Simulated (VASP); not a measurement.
**Si: single point with LDA**

The system is Si.

```
Si
1.0
     2.52700    0.00000    0.00000
    -1.26350    2.18845    0.00000
     0.00000    0.00000    2.37300
Si
1
Direct
  0.00000 0.00000 0.00000
```

This isn't the form of Si at room conditions, which is diamond.

```json
{
 "Program": "VASP 6.6.1",
 "Task": "single point",
 "Functional": "LDA",
 "Potentials or basis": "VASP PAW LDA potentials, release 64 (Si)",
 "Cutoff": "520 eV",
 "k mesh": "16 × 16 × 14",
 "Occupations": "fermi-dirac, width 0.1 eV",
 "Spin": "no spin polarisation",
 "Dipole correction": "no",
 "Further INCAR settings": "ALGO = Normal; EDIFF = 1e-07; NBANDS = 8"
}
```

```
Pressure               : 15.7 GPa
Band gap on the k mesh : zero (bands 2 and 3 overlap by 12.12 eV)
```

Stress tensor (GPa, compression positive):
```
15.95  0.00  0.00
 0.00 15.95  0.00
 0.00  0.00 15.05
```

Levels at points of the mesh, in eV from the Fermi level:
| k point | band 1 | band 2 | band 3 | band 4 | band 5 |
| --- | --- | --- | --- | --- | --- |
| (0.00, 0.00, 0.00) | -15.13 | 7.61 | 8.81 | 11.42 | 11.42 |
| (0.50, 0.00, 0.00) | -7.95 | -7.52 | 5.60 | 6.60 | 14.32 |
| (0.00, 0.00, 0.50) | -9.64 | -7.97 | 15.59 | 15.59 | 15.66 |
| (0.50, 0.00, 0.50) | -3.18 | -2.32 | -1.53 | 1.00 | 9.78 |

Wall time 20 s on 1 thread of Intel Xeon 8259CL, on a shared host, peak memory 0.13 GiB.

Caveat: the cell stands under pressure.
